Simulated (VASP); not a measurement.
# HfN (Fm-3m) in VASP: notebook, part 3 of 3

VASP 6.6.1.

## 6. Relaxation of cell and atoms, PBEsol, target pressure 5 GPa, at which the enthalpy is minimised

INCAR

```
ALGO     = Normal         # electronic algorithm
EDIFF    = 1E-6           # SCF threshold, eV
EDIFFG   = -0.005         # ionic threshold
ENCUT    = 600            # plane-wave cutoff, eV
GGA      = PS             # functional
IBRION   = 2              # ionic algorithm
ISIF     = 3              # what is computed and relaxed
ISMEAR   = 1              # smearing method
LASPH    = T              # aspherical terms in the spheres
LCHARG   = F              # write CHGCAR
LREAL    = F              # projectors in reciprocal space
LWAVE    = F              # write WAVECAR
NELM     = 80             # most SCF steps
NSW      = 80             # ionic steps
PREC     = Accurate       # precision mode
PSTRESS  = 50.0         
SIGMA    = 0.1            # smearing width, eV
```

KPOINTS

```
k-points
0
Gamma
  10 10 10
```

POSCAR

```
HfN
1.0
    3.1904660000      0.0000000000      0.0000000000
    1.5952330000      2.7630246059      0.0000000000
    1.5952330000      0.9210082020      2.6050045806
Hf N
1 1
Direct
    0.0000000000      0.0000000000      0.0000000000
    0.5000000000      0.5000000000      0.5000000000
```

Potentials or basis: VASP PAW PBE potentials, release 64 (Hf_pv, N).

Started as:

```
$ cat potpaw_PBE.64/Hf_pv/POTCAR potpaw_PBE.64/N/POTCAR > POTCAR
$ mpirun -np 1 vasp_std > vasp.out
```

OUTCAR:

```text
EDIFF = 1E-6
   EDIFFG = -0.005
   ENCUT = 600
   GGA = PS
   IBRION = 2
   ISIF = 3
   ISMEAR = 1
   LASPH = T
   LREAL = F
   NELM = 80
   NSW = 80
   PREC = Accurate
   PSTRESS = 50.0

 ion  position               nearest neighbor table
   1  0.000  0.000  0.000-   2 2.26   2 2.26   2 2.26   2 2.26   2 2.26   2 2.26
   2  0.500  0.500  0.500-   1 2.26   1 2.26   1 2.26   1 2.26   1 2.26   1 2.26

  LATTYP: Found a face centered cubic cell.
 ALAT       =     4.5120002875

  Lattice vectors:

 A1 = (   3.1904660000,   0.0000000000,   0.0000000000)
 A2 = (   1.5952330000,   2.7630246059,   0.0000000000)
 A3 = (   1.5952330000,   0.9210082020,   2.6050045806)

Analysis of symmetry for initial positions (statically):
=====================================================================
 Subroutine PRICEL returns:
 Original cell was already a primitive cell.

 Routine SETGRP: Setting up the symmetry group for a
 face centered cubic supercell.

 Subroutine GETGRP returns: Found 48 space group operations
 (whereof 48 operations were pure point group operations)
 out of a pool of 48 trial point group operations.

The static configuration has the point symmetry O_h .

Analysis of symmetry for dynamics (positions and initial velocities):
=====================================================================
 Subroutine PRICEL returns:
 Original cell was already a primitive cell.

 Routine SETGRP: Setting up the symmetry group for a
 face centered cubic supercell.

 Subroutine GETGRP returns: Found 48 space group operations
 (whereof 48 operations were pure point group operations)
 out of a pool of 48 trial point group operations.

The dynamic configuration has the point symmetry O_h .

 Subroutine INISYM returns: Found 48 space group operations
 (whereof 48 operations are pure point group operations),
 and found     1 'primitive' translations

----------------------------------------------------------------------------------------

                                     Primitive cell

  volume of cell :      22.9640

  direct lattice vectors                    reciprocal lattice vectors
     3.190466000  0.000000000  0.000000000     0.313433837 -0.180961110 -0.127958828
     1.595233000  2.763024606  0.000000000     0.000000000  0.361922220 -0.127958828
     1.595233000  0.921008202  2.605004581     0.000000000  0.000000000  0.383876484

  length of vectors
     3.190466000  3.190466000  3.190466000     0.383876484  0.383876484  0.383876484

  position of ions in fractional coordinates (direct lattice)
     0.000000000  0.000000000  0.000000000
     0.500000000  0.500000000  0.500000000

  ion indices of the primitive-cell ions
   primitive index   ion index
                 1           1
                 2           2

----------------------------------------------------------------------------------------

 KPOINTS: k-points
[... 30 lines left out ...]
  0.500000 -0.000000  0.000000      4.000000
[... 16 lines left out ...]
  0.300000  0.300000 -0.000000      6.000000
  0.400000  0.300000  0.000000     24.000000
 [... further k-points ...]
   k-points           NKPTS =     47   k-points in BZ     NKDIM =     47   number of bands    NBANDS=     11
   number of dos      NEDOS =    301   number of ions     NIONS =      2
   total plane-waves  NPLWV =  21952
   dimension x,y,z NGX =    28 NGY =   28 NGZ =   28
   dimension x,y,z NGXF=    56 NGYF=   56 NGZF=   56
   ions per type =               1   1
   NGX,Y,Z   is equivalent  to a cutoff of  14.59, 14.59, 14.59 a.u.
   NGXF,Y,Z  is equivalent  to a cutoff of  29.18, 29.18, 29.18 a.u.
 SYSTEM =  unknown system
   PREC   = accura    normal or accurate (medium, high low for compatibility)
   ISTART =      0    job   : 0-new  1-cont  2-samecut
   ICHARG =      2    charge: 1-file 2-atom 10-const
   ISPIN  =      1    spin polarized calculation?
   LNONCOLLINEAR =      F non collinear calculations
   LSORBIT =      F    spin-orbit coupling
   LASPH  =      T    aspherical Exc in radial PAW
   ENCUT  =  600.0 eV  44.10 Ry    6.64 a.u.   6.37  6.37  6.37*2*pi/ulx,y,z
   NELM   =     80;   NELMIN=  2; NELMDL= -5     # of ELM steps
   EDIFF  = 0.1E-05   stopping-criterion for ELM
   LREAL  =      F    real-space projection
   EDIFFG = -.5E-02   stopping-criterion for IOM
   NSW    =     80    number of steps for IOM
   IBRION =      2    ionic relax: 0-MD 1-quasi-New 2-CG
   NFREE  =      1    steps in history (QN), initial steepest desc. (CG)
   ISIF   =      3    stress and relaxation
   ISYM   =      2    0-nonsym 1-usesym 2-fastsym
   POTIM  = 0.5000    time-step for ionic-motion
   TEBEG  =    0.0;   TEEND  =   0.0 temperature during run
   PSTRESS=   50.0 pullay stress
   NELECT =      15.0000    total number of electrons
   NUPDOWN=      -1.0000    fix difference up-down
   EMIN   =  10.00;   EMAX   =-10.00  energy-range for DOS
   EFERMI =   0.00;   METHOD = LEGACY
   ISMEAR =     1;   SIGMA  =   0.10  broadening in eV -4-tet -1-fermi 0-gaus
   EFERMI_NEDOS =   21; number of points for ismear=-14 and -15
   IALGO  =     38    algorithm
   IMIX   =      4    mixing-type and parameters
     AMIX     =   0.40;   BMIX     =  1.00
     AMIX_MAG =   1.60;   BMIX_MAG =  1.00
  volume/ion in A,a.u.               =      11.48        77.48
  Fermi-wavevector in a.u.,A,eV,Ry     =   1.420440  2.684242 27.451780  2.017649
  Thomas-Fermi vector in A             =   2.541355
   LORBIT       =      0    0 simple, 1 ext, 2 COOP (PROOUT), +10 PAW based schemes
   GGA     = PS    functional components
   LHFCALC =     F    Hartree Fock is set to
   AEXX    =    0.0000 exact exchange contribution
   IVDW    =     0    specifies the selected vdW correction
   LEPSILON=     F    determine dielectric tensor
   LRPA    =     F    only Hartree local field effects (RPA)
 conjugate gradient relaxation of ions
 non-spin polarized calculation
 Methfessel and Paxton  Order N= 1 SIGMA  =   0.10
  energy-cutoff  :      600.00
  volume of cell :       22.96
 maximum number of plane-waves:       785
 NGX is ok and might be reduce to    28
   NGX = 13   NGY = 13   NGZ = 13

--------------------------------------- Ionic step        1  -------------------------------------------

 number of electron      15.0000002 magnetization

 Free energy of the ion-electron system (eV)
  ---------------------------------------------------
  ext. energy  EPLUGINS =         0.00000000
  ---------------------------------------------------
  free energy    TOTEN  =       -22.98388788 eV

  energy without entropy =      -22.98312968  energy(sigma->0) =      -22.98363515

------------------------ aborting loop because EDIFF is reached ----------------------------------------

  FORCE on cell =-STRESS in cart. coord.  units (eV):
  Direction    XX          YY          ZZ          XY          YZ          ZX
  --------------------------------------------------------------------------------------
  -------------------------------------------------------------------------------------
  Total       -0.6015026     -0.6015026     -0.6015026      0.0000000     -0.0000000     -0.0000000
  in kB      -41.9663056    -41.9663056    -41.9663056      0.0000000     -0.0000000     -0.0000000
  external PRESSURE =     -91.9663056 kB  Pullay stress =      50.0000000 kB
[... 101 lines left out ...]
--------------------------------------- Ionic step        4  -------------------------------------------

 number of electron      15.0000001 magnetization

 Free energy of the ion-electron system (eV)
  ---------------------------------------------------
  ext. energy  EPLUGINS =         0.00000000
  ---------------------------------------------------
  free energy    TOTEN  =       -22.98273466 eV

  energy without entropy =      -22.98195714  energy(sigma->0) =      -22.98247548

 E-fermi :   8.5441     XC(G=0): -13.0794

 val. band max:        8.5054648152   @ k =  -0.4000   0.3000   0.0000
 cond. band min:       8.5593163956   @ k =  -0.1000   0.1000  -0.0000
 fundamental gap:      0.0538515804
 Fermi energy:         8.5441476281

 k-point     1 :       0.0000    0.0000    0.0000
  band No.  band energies     occupation
      1     -22.3976      2.00000
      2     -22.3976      2.00000
      3     -22.3976      2.00000
      4      -9.1387      2.00000
      5       5.4846      2.00000
      6       5.4846      2.00000
      7       5.4846      2.00000
      8       8.1249      2.00000
      9       8.1249      2.00000
     10       8.1249      2.00000
     11      10.5481      0.00000
[... 309 lines left out ...]
 k-point    24 :       0.4000    0.3000    0.0000
  band No.  band energies     occupation
      1     -23.1742      2.00000
      2     -22.7005      2.00000
      3     -22.6668      2.00000
      4      -7.6568      2.00000
      5       1.8285      2.00000
      6       3.8283      2.00000
      7       4.3568      2.00000
      8       5.9437      2.00000
      9      12.7856      0.00000
     10      13.3612      0.00000
     11      13.5134      0.00000

 [... further k-points ...]
[... 5 lines left out ...]
  --------------------------------------------------------------------------------------
  -------------------------------------------------------------------------------------
  Total        0.6919683      0.6919683      0.6919683     -0.0000000      0.0000000     -0.0000000
  in kB       49.8139836     49.8139836     49.8139836     -0.0000000      0.0000000     -0.0000000
  external PRESSURE =      -0.1860164 kB  Pullay stress =      50.0000000 kB
[... 21 lines left out ...]
  energy  without entropy=      -22.9819571364  energy(sigma->0) =      -22.98247548

  enthalpy is  TOTEN    =       -22.2881824064 eV   P V=        0.6945522511

 reached required accuracy - stopping structural energy minimisation
```

It took 28 s on 1 thread of Intel Xeon Platinum 8559C (Emerald Rapids), shared host; peak memory 0.18 GiB.

What came out:

```yaml
Free_energy: -22.9827 eV
Relaxed_volume: 11.13 Å³/atom
Relaxed_cell: a = 3.157 Å, b = 3.157 Å, c = 3.157 Å, α = 60.00°, β = 60.00°, γ = 60.00°
Space_group_after_relaxing_to_0.05_Å: Fm-3m (No. 225)
Energy_change_on_relaxing_the_enthalpy_is_what_falls: +0.6 meV/atom
Ionic_steps: 4
Pressure_after_relaxing: 5.0 GPa
```

The path:
```tsv
step	energy change (eV)	largest force (eV/Å)	pressure (GPa)	volume (Å³)
1	0.0000	0.0000	-4.20	22.96
2	0.1436	0.0000	28.65	20.84
3	0.0007	0.0000	4.79	22.27
4	0.0012	0.0000	4.98	22.26
```

Final structure:
```
Hf N
1.0
     3.15733    0.00000    0.00000
     1.57867    2.73433    0.00000
     1.57867    0.91144    2.57795
Hf N
1 1
Direct
  0.00000 0.00000 0.00000
  0.50000 0.50000 0.50000
```

Caveat: the cell is relaxed towards a set pressure, so the enthalpy falls and the energy may rise; the PAW data sets were made with another functional, which shifts forces and pressure a little; spin-orbit coupling is left out, which moves the levels of the heavy elements.

## 7. Relaxation of cell and atoms, PBEsol, target pressure 10 GPa, at which the enthalpy is minimised

INCAR

```
SYSTEM = HfN
PREC = Accurate
ENCUT = 600
EDIFF = 1E-6
ISMEAR = 1
SIGMA = 0.1
LREAL = .FALSE.
LASPH = .TRUE.
NELM = 100
ALGO = Normal
ISIF = 3
LWAVE = .FALSE.
LCHARG = .FALSE.
GGA = PS
IBRION = 2
NSW = 80
EDIFFG = -0.005
PSTRESS = 100.0
```

KPOINTS

```
regular mesh
0
G
  10 10 10
  0 0 0
```

POSCAR is that of step 6.

Started as:

```
$ cat potpaw_PBE.64/Hf_pv/POTCAR potpaw_PBE.64/N/POTCAR > POTCAR
$ mpirun -np 1 vasp_std > vasp.out
```

Run time: 36 s. Hardware: 1 thread of Intel Xeon Platinum 8559C (Emerald Rapids), shared host; peak memory 0.17 GiB.

Results (log left out):

| Quantity | Value |
| --- | --- |
| Free energy | -22.9671 eV |
| Relaxed volume | 10.96 Å³/atom |
| Relaxed cell | a = 3.141 Å, b = 3.141 Å, c = 3.141 Å, α = 60.00°, β = 60.00°, γ = 60.00° |
| Space group after relaxing (to 0.05 Å) | Fm-3m (No. 225) |
| Energy change on relaxing (the enthalpy is what falls) | +8.4 meV/atom |
| Ionic steps | 4 |
| Pressure after relaxing | 9.9 GPa |

The path:
| step | energy change (eV) | largest force (eV/Å) | pressure (GPa) | volume (Å³) |
| --- | --- | --- | --- | --- |
| 1 | 0.0000 | 0.0000 | -4.20 | 22.96 |
| 2 | 0.4205 | 0.0000 | 53.39 | 19.75 |
| 3 | 0.0148 | 0.0000 | 9.42 | 21.95 |
| 4 | 0.0168 | 0.0000 | 9.95 | 21.92 |

Final structure:
```
CELL_PARAMETERS angstrom
3.14127 0.00000 0.00000
1.57063 2.72042 0.00000
1.57063 0.90681 2.56483
ATOMIC_POSITIONS crystal
Hf 0.00000 0.00000 0.00000
N 0.50000 0.50000 0.50000
```

Levels at points of the mesh, in eV from the Fermi level:
```tsv
k point	band 4	band 5	band 6	band 7	band 8	band 9	band 10	band 11
(0.00, 0.00, 0.00)	-17.77	-3.08	-3.08	-3.08	-0.43	-0.43	-0.43	2.04
(0.50, 0.00, 0.00)	-14.69	-9.23	-6.47	-6.47	3.50	3.95	3.95	4.65
(0.50, 0.50, 0.00)	-16.65	-5.40	-4.10	-3.71	-3.71	4.34	5.93	5.93
```

Caveat: the cell is relaxed towards a set pressure, so the enthalpy falls and the energy may rise; the PAW data sets were made with another functional, which shifts forces and pressure a little; spin-orbit coupling is left out, which moves the levels of the heavy elements.

## 8. The runs side by side

| task | cell | cutoff (eV) | gap on the mesh (eV) | pressure (GPa) |
| --- | --- | --- | --- | --- |
| single point | as given | 520 | none | -4.1 |
| relaxation of cell and atoms | relaxed to -2 GPa | 600 | none | -2.0 |
| relaxation of cell and atoms | relaxed | 600 | none | 0.0 |
| relaxation of cell and atoms | relaxed to 2 GPa | 600 | none | 2.0 |
| relaxation of cell and atoms | relaxed to 5 GPa | 600 | none | 5.0 |
| relaxation of cell and atoms | relaxed to 10 GPa | 600 | none | 9.9 |

Alike in all rows: level PBEsol; potentials or basis VASP PAW PBE potentials, release 64 (Hf_pv, N); no spin polarisation; k mesh 10 × 10 × 10; smearing methfessel-paxton 0.1 eV.

Caveats: the PAW data sets were made with another functional, which shifts forces and pressure a little; spin-orbit coupling is left out, which moves the levels of the heavy elements; the cell is relaxed towards a set pressure, so the enthalpy falls and the energy may rise (some runs).

Absolute energies hang on the potentials; compare differences alone.
